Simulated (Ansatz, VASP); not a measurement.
## Two plane-wave programs on Rb2SiO6

```xyz
9
Lattice="0.0000 3.9900 3.9900 3.9900 0.0000 3.9900 3.9900 3.9900 0.0000" Properties=species:S:1:pos:R:3 pbc="T T T"
Rb    1.9950    1.9950    1.9950
Rb    5.9850    5.9850    5.9850
Si    0.0000    0.0000    0.0000
O     1.9640    3.9900    3.9900
O     3.9900    1.9640    3.9900
O     3.9900    3.9900    1.9640
O     6.0160    3.9900    3.9900
O     3.9900    6.0160    3.9900
O     3.9900    3.9900    6.0160
```

Alike in both runs: task single point; functional PBE; k mesh 4 × 4 × 4; occupations gaussian, width 0.1 eV; no spin polarisation.

|  | VASP | Ansatz |
| --- | --- | --- |
| version | VASP 6.6.1 | Ansatz 0.2.0 |
| potentials or method | VASP PAW PBE potentials, release 64 (Rb_sv, Si, O), cutoff 520 eV | scalar-relativistic, plane waves, PAW |
| valence electrons in the cell | 58 | 58 |

|  | VASP | Ansatz | Ansatz less VASP |
| --- | --- | --- | --- |
| gap on the k mesh at the Fermi level (eV) | none | none | - |
| pressure (GPa) | -6.3 | -6.5 | -0.21 |
| rms of the force components (eV/Å) | 1.369 | 1.384 | +0.0152 |

Atom by atom the forces differ by 0.015 eV/Å (rms over components). A gap of «none» marks a metal or a gap that the smearing closes.
